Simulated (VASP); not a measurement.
# SrCl2 (P-3m1) in VASP: a series of runs

SrCl2 is run at these levels: LDA; tasks: single point.

All numbers are computed with VASP 6.6.1; they aren't measurements. Logs are shortened: lines on timing, memory, paths and dates and some standing lists are left out, and cuts for length are marked.

### Step 1. The cell of the first run

It takes space group P-3m1 (No. 164, trigonal). The conventional cell has a = 4.929 Å, b = 4.929 Å, c = 14.074 Å, α = 90.00°, β = 90.00°, γ = 120.00°. Within 4.0 Å of Sr (site symmetry 3m) lie 7 Cl at 3.02 Å. Within 4.0 Å of Sr (site symmetry -3m) lie 8 Cl at 3.02 Å. Within 4.0 Å of Cl (site symmetry 3m) lie 4 Sr at 3.02 Å and 6 Cl at 3.49 Å. Within 4.0 Å of Cl (site symmetry 3m) lie 3 Sr at 3.02 Å and 3 Cl at 3.49 Å. Within 4.0 Å of Cl (site symmetry 3m) lie 4 Sr at 3.02 Å and 6 Cl at 3.49 Å.

### Step 2. Single point, LDA (the distance across one plane changed)

File INCAR:

```
ALGO = Normal
EDIFF = 1E-6
ENCUT = 520
ISIF = 2
ISMEAR = 0
LASPH = T
LCHARG = F
LREAL = F
LWAVE = F
NBANDS = 46
NELM = 60
PREC = Accurate
SIGMA = 0.05
```

File KPOINTS:

```
k-points
0
Gamma
  5 5 2
```

File POSCAR:

```
SrCl2
1.0
    3.4855000000     -3.4855000000      0.0000000000
    3.4855000000      0.0000000000     -3.4855000000
    8.1257005384      8.1257005384      8.1257005384
Sr Cl
3 6
Direct
    0.6666666667      0.6666666667      0.1429968421
    0.0000000000      0.0000000000      0.7149270174
    0.3333333333      0.3333333333      0.4289619297
    0.6666666667      0.6666666667      0.3574706578
    1.0000000000      0.0000000000      0.0715055702
    0.3333333333      0.3333333333      0.6434357455
    0.6666666667      0.6666666667      0.7864182893
    1.0000000000      1.0000000000      0.5004532016
    0.3333333333      0.3333333333      0.2144881140
```

Potentials or basis: VASP PAW LDA potentials, release 64 (Sr_sv, Cl).

Run with:

```sh
$ cat potpaw_LDA.64/Sr_sv/POTCAR potpaw_LDA.64/Cl/POTCAR > POTCAR
$ mpirun -np 1 vasp_std > vasp.out
```

OUTCAR:

```text
EDIFF = 1E-6
   ENCUT = 520
   ISIF = 2
   ISMEAR = 0
   LASPH = T
   LREAL = F
   NELM = 60
   PREC = Accurate

 ion  position               nearest neighbor table
   1  0.667  0.667  0.143-   4 3.02   5 3.02   9 3.02   9 3.02   5 3.02   5 3.02   9 3.02   3 4.93
                             3 4.93   3 4.93
   2  0.000  0.000  0.715-   6 3.02   7 3.02   7 3.02   6 3.02   7 3.02   6 3.02   8 3.02   3 4.93
                             3 4.93   3 4.93
   3  0.333  0.333  0.429-   9 3.02   8 3.02   4 3.02   4 3.02   8 3.02   8 3.02   4 3.02   6 3.02
                             1 4.93   1 4.93   1 4.93   2 4.93   2 4.93   2 4.93
   4  0.667  0.667  0.357-   1 3.02   3 3.02   3 3.02   3 3.02
   5  0.000  0.000  0.072-   1 3.02   1 3.02   1 3.02
   6  0.333  0.333  0.643-   2 3.02   2 3.02   2 3.02   3 3.02
   7  0.667  0.667  0.786-   2 3.02   2 3.02   2 3.02
   8  0.000  0.000  0.500-   3 3.02   3 3.02   3 3.02   2 3.02
   9  0.333  0.333  0.214-   3 3.02   1 3.02   1 3.02   1 3.02

  LATTYP: Found a hexagonal cell.
 ALAT       =     4.9292413717
 C/A-ratio  =     2.8552316915

  Lattice vectors:

 A1 = (  -3.4855000000,   0.0000000000,   3.4855000000)
 A2 = (   3.4855000000,  -3.4855000000,   0.0000000000)
 A3 = (   8.1257005384,   8.1257005384,   8.1257005384)

Analysis of symmetry for initial positions (statically):
=====================================================================
 Subroutine PRICEL returns:
 Original cell was already a primitive cell.

 Routine SETGRP: Setting up the symmetry group for a
 hexagonal supercell.

 Subroutine GETGRP returns: Found 12 space group operations
 (whereof  6 operations were pure point group operations)
 out of a pool of 24 trial point group operations.

The static configuration has the point symmetry C_3v.
 The point group associated with its full space group is D_3d.

Analysis of symmetry for dynamics (positions and initial velocities):
=====================================================================
 Subroutine PRICEL returns:
 Original cell was already a primitive cell.

 Routine SETGRP: Setting up the symmetry group for a
 hexagonal supercell.

 Subroutine GETGRP returns: Found 12 space group operations
 (whereof  6 operations were pure point group operations)
 out of a pool of 24 trial point group operations.

The dynamic configuration has the point symmetry C_3v.
 The point group associated with its full space group is D_3d.

 Subroutine INISYM returns: Found 12 space group operations
 (whereof  6 operations are pure point group operations),
 and found     1 'primitive' translations

----------------------------------------------------------------------------------------

                                     Primitive cell

  volume of cell :     296.1503

  direct lattice vectors                    reciprocal lattice vectors
     3.485500000 -3.485500000  0.000000000     0.095634294 -0.191268589  0.095634294
     3.485500000  0.000000000 -3.485500000     0.095634294  0.095634294 -0.191268589
     8.125700538  8.125700538  8.125700538     0.041022104  0.041022104  0.041022104

  length of vectors
     4.929241372  4.929241372 14.074126180     0.234255223  0.234255223  0.071052369

  position of ions in fractional coordinates (direct lattice)
     0.666666667  0.666666667  0.142996842
     0.000000000  0.000000000  0.714927017
     0.333333333  0.333333333  0.428961930
     0.666666667  0.666666667  0.357470658
     0.000000000  0.000000000  0.071505570
     0.333333333  0.333333333  0.643435745
     0.666666667  0.666666667  0.786418289
     0.000000000  0.000000000  0.500453202
     0.333333333  0.333333333  0.214488114

  ion indices of the primitive-cell ions
   primitive index   ion index
                 1           1
                 2           2
                 3           3
                 4           4
                 5           5
                 6           6
                 7           7
                 8           8
                 9           9

----------------------------------------------------------------------------------------

 KPOINTS: k-points

Automatic generation of k-mesh.
 Grid dimensions read from file:
 generate k-points for:    5    5    2

 Generating k-lattice:

  Cartesian coordinates                     Fractional coordinates (reciprocal lattice)
     0.019126859 -0.038253718  0.019126859     0.200000000  0.000000000  0.000000000
     0.019126859  0.019126859 -0.038253718     0.000000000  0.200000000  0.000000000
     0.020511052  0.020511052  0.020511052     0.000000000  0.000000000  0.500000000

  Length of vectors
     0.046851045  0.046851045  0.035526184

  Shift w.r.t. Gamma in fractional coordinates (k-lattice)
     0.000000000  0.000000000  0.000000000

 Subroutine IBZKPT returns following result:
 ===========================================

 Found     10 irreducible k-points:

 Following reciprocal coordinates:
[... 32 lines left out ...]
   NSW    =      0    number of steps for IOM
   IBRION =     -1    ionic relax: 0-MD 1-quasi-New 2-CG
   NFREE  =      0    steps in history (QN), initial steepest desc. (CG)
   ISIF   =      2    stress and relaxation
   ISYM   =      2    0-nonsym 1-usesym 2-fastsym
   POTIM  = 0.5000    time-step for ionic-motion
   TEBEG  =    0.0;   TEEND  =   0.0 temperature during run
   PSTRESS=    0.0 pullay stress
   NELECT =      72.0000    total number of electrons
   NUPDOWN=      -1.0000    fix difference up-down
   EMIN   =  10.00;   EMAX   =-10.00  energy-range for DOS
   EFERMI =   0.00;   METHOD = LEGACY
   ISMEAR =     0;   SIGMA  =   0.05  broadening in eV -4-tet -1-fermi 0-gaus
   EFERMI_NEDOS =   21; number of points for ismear=-14 and -15
   IALGO  =     38    algorithm
   IMIX   =      4    mixing-type and parameters
     AMIX     =   0.40;   BMIX     =  1.00
     AMIX_MAG =   1.60;   BMIX_MAG =  1.00
  volume/ion in A,a.u.               =      32.91       222.06
  Fermi-wavevector in a.u.,A,eV,Ry     =   1.021758  1.930844 14.204352  1.043990
  Thomas-Fermi vector in A             =   2.155401
   LORBIT       =      0    0 simple, 1 ext, 2 COOP (PROOUT), +10 PAW based schemes
   GGA     = CA    functional components
   LHFCALC =     F    Hartree Fock is set to
   AEXX    =    0.0000 exact exchange contribution
   IVDW    =     0    specifies the selected vdW correction
   LEPSILON=     F    determine dielectric tensor
   LRPA    =     F    only Hartree local field effects (RPA)
 non-spin polarized calculation
 Gauss-broadening in eV      SIGMA  =   0.05
  energy-cutoff  :      520.00
  volume of cell :      296.15
 maximum number of plane-waves:      7998
 NGX is ok and might be reduce to    40
   NGX = 19   NGY = 19   NGZ = 53

 number of electron      72.0000001 magnetization

 Free energy of the ion-electron system (eV)
  ---------------------------------------------------
  ext. energy  EPLUGINS =         0.00000000
  ---------------------------------------------------
  free energy    TOTEN  =       -41.32081421 eV

  energy without entropy =      -41.32081421  energy(sigma->0) =      -41.32081421

 E-fermi :  -0.8475     XC(G=0):  -8.0006

 val. band max:       -1.0973713771   @ k =   0.4000   0.0000   0.5000
 cond. band min:       3.5245358216   @ k =   0.0000   0.0000   0.0000
 fundamental gap:      4.6219071987
 Fermi energy:        -0.8474985332

 k-point     1 :       0.0000    0.0000    0.0000
  band No.  band energies     occupation
      1     -33.8893      2.00000
      2     -33.8893      2.00000
      3     -33.6955      2.00000
      4     -16.1678      2.00000
      5     -16.1269      2.00000
      6     -15.9564      2.00000
[... 38 lines left out ...]
     45       5.3631      0.00000
     46       5.8258      0.00000

 k-point     2 :       0.2000    0.0000    0.0000
  band No.  band energies     occupation
      1     -33.8885      2.00000
      2     -33.8885      2.00000
      3     -33.6947      2.00000
      4     -16.1500      2.00000
      5     -16.1238      2.00000
      6     -16.0498      2.00000
[... 384 lines left out ...]
 k-point    10 :      -0.4000    0.2000    0.5000
  band No.  band energies     occupation
      1     -33.8869      2.00000
      2     -33.8869      2.00000
      3     -33.6930      2.00000
      4     -16.1777      2.00000
      5     -16.1548      2.00000
      6     -16.1263      2.00000
[... 38 lines left out ...]
     45       6.0047      0.00000
     46       6.1505      0.00000

------------------------ aborting loop because EDIFF is reached ----------------------------------------

  FORCE on cell =-STRESS in cart. coord.  units (eV):
  Direction    XX          YY          ZZ          XY          YZ          ZX
  --------------------------------------------------------------------------------------
  -------------------------------------------------------------------------------------
  Total       -5.4463863     -5.4463863     -5.4463863      0.8291243      0.8291243      0.8291243
  in kB      -29.4650227    -29.4650227    -29.4650227      4.4855735      4.4855735      4.4855735
  external PRESSURE =     -29.4650227 kB  Pullay stress =       0.0000000 kB

 VOLUME and BASIS-vectors are now :
 -----------------------------------------------------------------------------
  energy-cutoff  :      520.00
  volume of cell :      296.15
      direct lattice vectors                 reciprocal lattice vectors
     3.485500000 -3.485500000  0.000000000     0.095634294 -0.191268589  0.095634294
     3.485500000  0.000000000 -3.485500000     0.095634294  0.095634294 -0.191268589
     8.125700538  8.125700538  8.125700538     0.041022104  0.041022104  0.041022104

 POSITION                                       TOTAL-FORCE (eV/Angst)
 -----------------------------------------------------------------------------------
      5.80928     -1.16172     -1.16172         0.165873      0.165873      0.165873
      5.80928      5.80928      5.80928        -0.165873     -0.165873     -0.165873
      5.80928      2.32378      2.32378         0.000000     -0.000000     -0.000000
      7.55203      0.58103      0.58103        -0.028164     -0.028164     -0.028164
      0.58103      0.58103      0.58103         0.002290      0.002290      0.002290
      7.55203      4.06653      4.06653        -0.006938     -0.006938     -0.006938
     11.03753      4.06653      4.06653        -0.002290     -0.002290     -0.002290
      4.06653      4.06653      4.06653         0.028164      0.028164      0.028164
      4.06653      0.58103      0.58103         0.006938      0.006938      0.006938
 -----------------------------------------------------------------------------------
    total drift:                                0.000039      0.000039      0.000039

  FREE ENERGIE OF THE ION-ELECTRON SYSTEM (eV)
  ---------------------------------------------------
  free  energy   TOTEN  =       -41.3208142097 eV

  energy  without entropy=      -41.3208142097  energy(sigma->0) =      -41.32081421
```

It took 5.3 min on 1 thread of Oxide Virtual Turin-like, shared host; peak memory 0.33 GiB.

Results:

```yaml
Free_energy: -41.3208 eV
Pressure: -2.9 GPa
Largest_force: 0.287 eV/Å
Band_gap_on_the_k_mesh: 4.62 eV (least direct gap 4.89 eV)
```

Forces in eV/Å, atoms in the order of the input:
```
Sr   0.166  0.166  0.166
Sr  -0.166 -0.166 -0.166
Sr   0.000  0.000  0.000
Cl  -0.028 -0.028 -0.028
Cl   0.002  0.002  0.002
Cl  -0.007 -0.007 -0.007
Cl  -0.002 -0.002 -0.002
Cl   0.028  0.028  0.028
Cl   0.007  0.007  0.007
```

Stress tensor (GPa, compression positive):
```
-2.95  0.45  0.45
 0.45 -2.95  0.45
 0.45  0.45 -2.95
```

Caveat: the cell differs from its parent crystal (the distance across one plane changed). A k mesh can miss the band edges.

### Step 3. Single point, LDA (the distance across one plane changed)

File INCAR:

```
SYSTEM = SrCl2
  PREC = Accurate
  ENCUT = 520
  EDIFF = 1E-6
  ISMEAR = 0
  SIGMA = 0.05
  LREAL = .FALSE.
  LASPH = .TRUE.
  NELM = 100
  ALGO = Normal
  ISIF = 2
  LWAVE = .FALSE.
  LCHARG = .FALSE.
  NBANDS = 46
```

File KPOINTS:

```
Automatic mesh
0
G
  5 5 2
  0 0 0
```

File POSCAR:

```
SrCl2
1.0
    3.4855000000     -3.4855000000      0.0000000000
    3.4855000000      0.0000000000     -3.4855000000
    8.7030508076      8.7030508076      8.7030508076
Sr Cl
3 6
Direct
    0.6666666667      0.6666666667      0.1335105979
    0.0000000000      0.0000000000      0.6674995905
    0.3333333333      0.3333333333      0.4005050942
    0.6666666667      0.6666666667      0.3337564701
    1.0000000000      0.0000000000      0.0667619738
    0.3333333333      0.3333333333      0.6007509664
    0.6666666667      0.6666666667      0.7342482146
    1.0000000000      1.0000000000      0.4672537183
    0.3333333333      0.3333333333      0.2002592220
```

Potentials or basis: VASP PAW LDA potentials, release 64 (Sr_sv, Cl).

Run with:

```sh
$ cat potpaw_LDA.64/Sr_sv/POTCAR potpaw_LDA.64/Cl/POTCAR > POTCAR
$ mpirun -np 1 vasp_std > vasp.out
```

Wall time 5.9 min (1 thread of Oxide Virtual Turin-like, shared host); peak memory 0.34 GiB.

Results (log left out):

```yaml
Free_energy: -41.2686 eV
Pressure: -2.7 GPa
Largest_force: 0.329 eV/Å
Band_gap_on_the_k_mesh: 4.68 eV (least direct gap 4.95 eV)
```

Forces in eV/Å, atoms in the order of the input:
```
Sr   0.190  0.190  0.190
Sr  -0.190 -0.190 -0.190
Sr   0.000  0.000  0.000
Cl  -0.029 -0.029 -0.029
Cl   0.025  0.025  0.025
Cl  -0.006 -0.006 -0.006
Cl  -0.025 -0.025 -0.025
Cl   0.029  0.029  0.029
Cl   0.006  0.006  0.006
```

Stress tensor (GPa, compression positive):
```
-2.73  0.49  0.49
 0.49 -2.73  0.49
 0.49  0.49 -2.73
```

Levels at points of the mesh, in eV from the valence-band top:
| k point | band 33 | band 34 | band 35 | band 36 | band 37 | band 38 | band 39 | band 40 |
| --- | --- | --- | --- | --- | --- | --- | --- | --- |
| (0.00, 0.00, 0.00) | -0.42 | -0.31 | -0.27 | -0.27 | 4.68 | 5.71 | 6.00 | 6.00 |
| (0.00, 0.00, 0.50) | -0.42 | -0.36 | -0.27 | -0.27 | 4.95 | 5.11 | 6.01 | 6.01 |

Caveat: the cell differs from its parent crystal (the distance across one plane changed). A k mesh can miss the band edges.

### Step 4. Single point, LDA (the distance across one plane changed)

File INCAR:

```
SYSTEM = SrCl2
  PREC = Accurate
  ENCUT = 520
  EDIFF = 1E-6
  ISMEAR = 0
  SIGMA = 0.05
  LREAL = .False.
  LASPH = .True.
  NELM = 100
  ALGO = Normal
  ISIF = 2
  LWAVE = .False.
  LCHARG = .True.
  GGA = CA
  LELF = .True.
  LVHAR = .True.
  NBANDS = 46
```

File KPOINTS:

```
regular mesh
0
Gamma
  5 5 2
  0 0 0
```

File POSCAR:

```
SrCl2
1.0
    3.4855000000     -3.4855000000      0.0000000000
    3.4855000000      0.0000000000     -3.4855000000
    9.5690762114      9.5690762114      9.5690762114
Sr Cl
3 6
Direct
    0.6666666667      0.6666666667      0.1214275538
    0.0000000000      0.0000000000      0.6070892029
    0.3333333333      0.3333333333      0.3642583784
    0.6666666667      0.6666666667      0.3035506722
    1.0000000000      0.0000000000      0.0607198477
    0.3333333333      0.3333333333      0.5463814968
    0.6666666667      0.6666666667      0.6677969091
    1.0000000000      1.0000000000      0.4249660845
    0.3333333333      0.3333333333      0.1821352600
```

Run with:

```sh
$ cat potpaw_LDA.64/Sr_sv/POTCAR potpaw_LDA.64/Cl/POTCAR > POTCAR
$ mpirun -np 1 vasp_std > vasp.out
```

It took 6.4 min on 1 thread of Oxide Virtual Turin-like, shared host; peak memory 0.37 GiB.

The run converged. Its results:

| Property | Result |
| --- | --- |
| Free energy | -41.2559 eV |
| Pressure | -2.5 GPa |
| Largest force | 0.339 eV/Å |
| Band gap on the k mesh | 4.81 eV (least direct gap 5.08 eV) |

Forces in eV/Å, atoms in the order of the input:
```
Sr   0.196  0.196  0.196
Sr  -0.196 -0.196 -0.196
Sr   0.000  0.000  0.000
Cl  -0.029 -0.029 -0.029
Cl   0.031  0.031  0.031
Cl  -0.006 -0.006 -0.006
Cl  -0.031 -0.031 -0.031
Cl   0.029  0.029  0.029
Cl   0.006  0.006  0.006
```

Stress tensor (GPa, compression positive):
```
-2.48  0.47  0.47
 0.47 -2.48  0.47
 0.47  0.47 -2.48
```

Levels at points of the mesh, in eV from the valence-band top:
```tsv
k point	band 32	band 33	band 34	band 35	band 36	band 37	band 38	band 39	band 40	band 41
(0.00, 0.00, 0.00)	-0.42	-0.42	-0.33	-0.27	-0.27	4.81	5.46	6.01	6.01	6.09
(0.00, 0.00, 0.50)	-0.42	-0.42	-0.34	-0.27	-0.27	4.99	5.11	6.01	6.01	6.25
```

Caveat: the cell differs from its parent crystal (the distance across one plane changed). A k mesh can miss the band edges.

### Step 5. Single point, LDA (the distance across one plane changed)

File INCAR:

```
SYSTEM = SrCl2
ALGO     = Normal         ! electronic algorithm
EDIFF    = 1E-6           ! SCF threshold, eV
ENCUT    = 520            ! plane-wave cutoff, eV
ISIF     = 2              ! what is computed and relaxed
ISMEAR   = 0              ! smearing method
LASPH    = .True.         ! aspherical terms in the spheres
LCHARG   = .True.         ! write CHGCAR
LELF     = .True.         ! ELF
LREAL    = .False.        ! projectors in reciprocal space
LVHAR    = .True.       
LWAVE    = .False.        ! write WAVECAR
NBANDS   = 46             ! bands
NELM     = 60             ! most SCF steps
PREC     = Accurate       ! precision mode
SIGMA    = 0.05           ! smearing width, eV
```

File KPOINTS:

```
k-points
0
Gamma
  5 5 2
  0 0 0
```

File POSCAR:

```
SrCl2
1.0
    3.4855000000     -3.4855000000      0.0000000000
    3.4855000000      0.0000000000     -3.4855000000
   10.4351016151     10.4351016151     10.4351016151
Sr Cl
3 6
Direct
    0.6666666667      0.6666666667      0.1113500912
    0.0000000000      0.0000000000      0.5567059205
    0.3333333333      0.3333333333      0.3340280058
    0.6666666667      0.6666666667      0.2783585272
    1.0000000000      0.0000000000      0.0556806126
    0.3333333333      0.3333333333      0.5010364418
    0.6666666667      0.6666666667      0.6123753991
    1.0000000000      1.0000000000      0.3896974845
    0.3333333333      0.3333333333      0.1670195699
```

Run with:

```sh
$ cat potpaw_LDA.64/Sr_sv/POTCAR potpaw_LDA.64/Cl/POTCAR > POTCAR
$ mpirun -np 1 vasp_std > vasp.out
```

Run time: 5.8 min. Hardware: 1 thread of Oxide Virtual Turin-like, shared host; peak memory 0.41 GiB.

The run converged. Its results:

```
Free energy            : -41.2544 eV
Largest force          : 0.341 eV/Å
Band gap on the k mesh : 4.87 eV (least direct gap 5.14 eV)
```

Forces in eV/Å, atoms in the order of the input:
```
Sr   0.197  0.197  0.197
Sr  -0.197 -0.197 -0.197
Sr   0.000  0.000  0.000
Cl  -0.029 -0.029 -0.029
Cl   0.031  0.031  0.031
Cl  -0.006 -0.006 -0.006
Cl  -0.031 -0.031 -0.031
Cl   0.029  0.029  0.029
Cl   0.006  0.006  0.006
```

Levels at points of the mesh, in eV from the valence-band top:
```
           k point  band 33  band 34  band 35  band 36  band 37  band 38  band 39  band 40
(0.00, 0.00, 0.00)    -0.42    -0.33    -0.27    -0.27     4.87     5.35     6.01     6.01
(0.00, 0.00, 0.50)    -0.42    -0.33    -0.27    -0.27     4.93     5.21     6.01     6.01
```

Caveat: the cell differs from its parent crystal (the distance across one plane changed); there is no dipole correction, which matters where the two faces differ.

### Step 6. Overview

```csv
cell,gap on the mesh (eV),pressure (GPa),largest force (eV/Å)
"a = 4.929, b = 4.929, c = 14.074 Å, angles 90.0, 90.0, 60.0°, 9 atoms",4.62,-2.9,0.29
"a = 4.929, b = 4.929, c = 15.074 Å, angles 90.0, 90.0, 60.0°, 9 atoms",4.68,-2.7,0.33
"a = 4.929, b = 4.929, c = 16.574 Å, angles 90.0, 90.0, 60.0°, 9 atoms",4.81,-2.5,0.34
"a = 4.929, b = 4.929, c = 18.074 Å, angles 90.0, 90.0, 60.0°, 9 atoms",4.87,-,0.34
```

Alike in all rows: task single point; level LDA; potentials or basis VASP PAW LDA potentials, release 64 (Sr_sv, Cl); no spin polarisation; k mesh 5 × 5 × 2; cutoff (eV) 520; smearing gaussian 0.05 eV.

Caveats: there is no dipole correction, which matters where the two faces differ (at least some runs).

Absolute energies hang on the potentials; compare differences alone.
